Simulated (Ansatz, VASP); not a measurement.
RbBr in VASP and in Ansatz

```xyz
2
Lattice="0.0000 3.4249 3.4249 3.4249 0.0000 3.4249 3.4249 3.4249 0.0000" Properties=species:S:1:pos:R:3 pbc="T T T"
Rb    0.0000    0.0000    0.0000
Br    3.4249    3.4249    3.4249
```

Alike in both runs: task single point; functional PBEsol; k mesh 6 × 6 × 6; no spin polarisation.

|  | VASP | Ansatz |
| --- | --- | --- |
| version | VASP 6.6.1 | Ansatz 0.2.0 |
| potentials or method | VASP PAW PBE potentials, release 64 (Rb_sv, Br) | PAW with Ansatz's default frozen-core files, scalar-relativistic |
| plane-wave cutoff (eV) | 520 | 420 |
| occupations | gaussian, width 0.01 eV | fixed |
| valence electrons in the cell | 16 | 16 |

```tsv
	VASP	Ansatz	Ansatz less VASP
gap on the k mesh at the Fermi level (eV)	4.22	4.22	+0.003
pressure (GPa)	0.0	0.0	-0.03
```

VASP's potentials were made for PBE, not for PBEsol.
